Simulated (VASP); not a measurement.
# Mg (P-1) in VASP: single point with PBEsol

Aim: the single point of Mg with PBEsol.

Program: VASP 6.6.1. These are calculated values, not measurements. Logs are shortened: lines on timing, memory, paths and dates and some standing lists are left out, and cuts for length are marked.

### Step 1. The cell of the first run

The typed cell holds 2 atoms: a = 3.190 Å, b = 4.451 Å, c = 3.194 Å, α = 90.01°, β = 90.08°, γ = 89.89°.

### Step 2. Single point, PBEsol

INCAR

```
ALGO = Normal
EDIFF = 1E-7
ENCUT = 520
GGA = PS
ISIF = 2
ISMEAR = 0
LASPH = T
LCHARG = T
LELF = T
LREAL = F
LVHAR = T
LWAVE = F
NBANDS = 9
NELM = 100
PREC = Accurate
SIGMA = 0.15
```

KPOINTS

```
k-points
0
Gamma
  12 12 12
```

POSCAR

```
Mg
1.0
    3.0755046458     -0.0667710319      0.8444856287
    0.7636009198     -3.1977398631     -3.0010105755
    0.6479501000      2.2217313144     -2.2017488444
Mg
2
Direct
    0.0000115575      0.0000049594      0.0000390106
    0.4999884425      0.4999950406      0.4999609894
```

Potentials or basis: VASP PAW PBE potentials, release 64 (Mg).

The run is started by

```sh
$ cat potpaw_PBE.64/Mg/POTCAR > POTCAR
$ mpirun -np 1 vasp_std > vasp.out
```

OUTCAR:

```text
EDIFF = 1E-7
   ENCUT = 520
   GGA = PS
   ISIF = 2
   ISMEAR = 0
   LASPH = T
   LREAL = F
   NELM = 100
   PREC = Accurate

 ion  position               nearest neighbor table
   1  0.000  0.000  0.000-   2 3.17   2 3.17   2 3.17   2 3.17   2 3.17   2 3.17   2 3.17   2 3.17

   2  0.500  0.500  0.500-   1 3.17   1 3.17   1 3.17   1 3.17   1 3.17   1 3.17   1 3.17   1 3.17

  LATTYP: Found a triclinic cell.
 ALAT       =     3.1900381148
 B/A-ratio  =     1.3953969866
 C/A-ratio  =     1.0013396709
 COS(alpha) =     0.0001597806
 COS(beta)  =     0.0014640865
 COS(gamma) =     0.0019481823

  Lattice vectors:

 A1 = (  -3.0755046458,   0.0667710319,  -0.8444856287)
 A2 = (  -0.7636009198,   3.1977398631,   3.0010105755)
 A3 = (   0.6479501000,   2.2217313144,  -2.2017488444)

Analysis of symmetry for initial positions (statically):
=====================================================================
 Subroutine PRICEL returns:
 Original cell was already a primitive cell.

 Routine SETGRP: Setting up the symmetry group for a
 triclinic supercell.

 Subroutine GETGRP returns: Found  2 space group operations
 (whereof  1 operations were pure point group operations)
 out of a pool of  2 trial point group operations.

The static configuration has the point symmetry C_1 .
 The point group associated with its full space group is S_2 .

Analysis of symmetry for dynamics (positions and initial velocities):
=====================================================================
 Subroutine PRICEL returns:
 Original cell was already a primitive cell.

 Routine SETGRP: Setting up the symmetry group for a
 triclinic supercell.

 Subroutine GETGRP returns: Found  2 space group operations
 (whereof  1 operations were pure point group operations)
 out of a pool of  2 trial point group operations.

The dynamic configuration has the point symmetry C_1 .
 The point group associated with its full space group is S_2 .

 Subroutine INISYM returns: Found  2 space group operations
 (whereof  1 operations are pure point group operations),
 and found     1 'primitive' translations

----------------------------------------------------------------------------------------

                                     Primitive cell

  volume of cell :      45.3592

  direct lattice vectors                    reciprocal lattice vectors
     3.075504646 -0.066771032  0.844485629     0.302211125 -0.005803620  0.083081067
[... 85 lines left out ...]
   NELM   =    100;   NELMIN=  2; NELMDL= -5     # of ELM steps
   EDIFF  = 0.1E-06   stopping-criterion for ELM
   LREAL  =      F    real-space projection
   EDIFFG = 0.1E-05   stopping-criterion for IOM
   NSW    =      0    number of steps for IOM
   IBRION =     -1    ionic relax: 0-MD 1-quasi-New 2-CG
   NFREE  =      0    steps in history (QN), initial steepest desc. (CG)
   ISIF   =      2    stress and relaxation
   ISYM   =      2    0-nonsym 1-usesym 2-fastsym
   POTIM  = 0.5000    time-step for ionic-motion
   TEBEG  =    0.0;   TEEND  =   0.0 temperature during run
   PSTRESS=    0.0 pullay stress
   NELECT =       4.0000    total number of electrons
   NUPDOWN=      -1.0000    fix difference up-down
   EMIN   =  10.00;   EMAX   =-10.00  energy-range for DOS
   EFERMI =   0.00;   METHOD = LEGACY
   ISMEAR =     0;   SIGMA  =   0.15  broadening in eV -4-tet -1-fermi 0-gaus
   EFERMI_NEDOS =   21; number of points for ismear=-14 and -15
   IALGO  =     38    algorithm
   IMIX   =      4    mixing-type and parameters
     AMIX     =   0.40;   BMIX     =  1.00
     AMIX_MAG =   1.60;   BMIX_MAG =  1.00
  volume/ion in A,a.u.               =      22.68       153.05
  Fermi-wavevector in a.u.,A,eV,Ry     =   0.728685  1.377014  7.224441  0.530981
  Thomas-Fermi vector in A             =   1.820219
   LORBIT       =      0    0 simple, 1 ext, 2 COOP (PROOUT), +10 PAW based schemes
   GGA     = PS    functional components
   LHFCALC =     F    Hartree Fock is set to
   AEXX    =    0.0000 exact exchange contribution
   IVDW    =     0    specifies the selected vdW correction
   LEPSILON=     F    determine dielectric tensor
   LRPA    =     F    only Hartree local field effects (RPA)
 non-spin polarized calculation
 Gauss-broadening in eV      SIGMA  =   0.15
  energy-cutoff  :      520.00
  volume of cell :       45.36
 maximum number of plane-waves:      1248
   NGX = 11   NGY = 17   NGZ = 11

 number of electron       4.0000000 magnetization

 Free energy of the ion-electron system (eV)
  ---------------------------------------------------
  ext. energy  EPLUGINS =         0.00000000
  ---------------------------------------------------
  free energy    TOTEN  =        -3.42354295 eV

  energy without entropy =       -3.41253377  energy(sigma->0) =       -3.41803836

 E-fermi :   2.6191     XC(G=0):  -8.5726

 val. band max:        2.6006174575   @ k =  -0.4167  -0.0833   0.4167
 cond. band min:       2.6254545593   @ k =  -0.2500   0.0833   0.0000
 fundamental gap:      0.0248371018
 Fermi energy:         2.6191377066

 k-point     1 :       0.0000    0.0000    0.0000
  band No.  band energies     occupation
      1      -4.3273      2.00000
      2       2.5424      1.53036
      3       3.5891      0.00000
      4       8.6594      0.00000
      5       9.4844      0.00000
      6       9.5245      0.00000
      7      12.4309      0.00000
      8      15.0131      0.00000
      9      15.0488      0.00000
[... 265 lines left out ...]
 k-point    24 :       0.3333    0.1667   -0.0000
  band No.  band energies     occupation
      1      -2.4880      2.00000
      2       2.0647      2.00000
      3       2.5735      1.33311
      4       6.9242      0.00000
      5       7.2726      0.00000
      6      11.0391      0.00000
      7      11.7376      0.00000
      8      12.3109      0.00000
      9      15.0021      0.00000

 [... further k-points ...]
[... 5 lines left out ...]
  --------------------------------------------------------------------------------------
  -------------------------------------------------------------------------------------
  Total       -0.0049490     -0.0156963     -0.0111899      0.0102217      0.0045455      0.0059944
  in kB       -0.1748101     -0.5544247     -0.3952500      0.3610498      0.1605546      0.2117338
  external PRESSURE =      -0.3748282 kB  Pullay stress =       0.0000000 kB

 VOLUME and BASIS-vectors are now :
 -----------------------------------------------------------------------------
  energy-cutoff  :      520.00
  volume of cell :       45.36
      direct lattice vectors                 reciprocal lattice vectors
     3.075504646 -0.066771032  0.844485629     0.302211125 -0.005803620  0.083081067
     0.763600920 -3.197739863 -3.001010576     0.038122510 -0.161349209 -0.151594541
     0.647950100  2.221731314 -2.201748844     0.063952297  0.217694951 -0.215693272

 POSITION                                       TOTAL-FORCE (eV/Angst)
 -----------------------------------------------------------------------------------
      0.00006      0.00007     -0.00009        -0.000210     -0.000187      0.000315
      2.24346     -0.52146     -2.17905         0.000210      0.000187     -0.000315
 -----------------------------------------------------------------------------------
    total drift:                               -0.000000     -0.000000      0.000000

  FREE ENERGIE OF THE ION-ELECTRON SYSTEM (eV)
  ---------------------------------------------------
  free  energy   TOTEN  =        -3.4235429491 eV

  energy  without entropy=       -3.4125337700  energy(sigma->0) =       -3.41803836
```

stdout:

```text
POSCAR found type information on POSCAR Mg
 POSCAR found :  1 types and       2 ions
 scaLAPACK will be used
 -----------------------------------------------------------------------------
|                                                                             |
|                                                                             |
|     You enforced a specific xc type in the INCAR file but a different       |
|     I HOPE YOU KNOW WHAT YOU ARE DOING!                                     |
|                                                                             |
 -----------------------------------------------------------------------------

 LDA part: xc-table for (Slater+PW92), standard interpolation
 POSCAR, INCAR and KPOINTS ok, starting setup
 FFT: planning ... GRIDC
 FFT: planning ... GRID_SOFT
 FFT: planning ... GRID
 WAVECAR not read
 entering main loop
```

Run time: 1.9 min. Hardware: 1 thread of Intel Xeon Platinum 8259CL at 2.50GHz (Skylake/Cascade Lake), shared host; peak memory 0.43 GiB.

What came out:

- Free energy: -3.4235 eV
- Pressure: 0.0 GPa
- Band gap on the k mesh: zero (band 2 reaches 4.06 eV, above the bottom of band 3 at 1.36 eV)

Levels at points of the mesh, in eV from the Fermi level:
| k point | band 1 | band 2 | band 3 | band 4 | band 5 |
| --- | --- | --- | --- | --- | --- |
| (0.00, 0.00, 0.00) | -6.95 | -0.08 | 0.97 | 6.04 | 6.87 |
| (0.50, 0.00, 0.00) | -3.31 | -3.31 | 3.25 | 3.25 | 4.64 |
| (0.00, 0.50, 0.00) | -5.06 | -5.06 | 7.90 | 7.90 | 8.44 |
| (0.50, 0.50, 0.00) | -1.71 | -1.69 | -1.26 | -1.24 | 11.19 |
| (0.00, 0.00, 0.50) | -3.32 | -3.32 | 3.24 | 3.24 | 4.63 |
| (0.50, 0.00, 0.50) | -0.27 | -0.25 | 0.75 | 0.77 | 6.18 |
| (0.00, 0.50, 0.50) | -1.71 | -1.70 | -1.26 | -1.26 | 11.22 |
| (0.50, 0.50, 0.50) | 1.44 | 1.44 | 1.46 | 1.46 | 1.96 |

Caveat: the PAW data sets were made with another functional, which shifts forces and pressure a little.
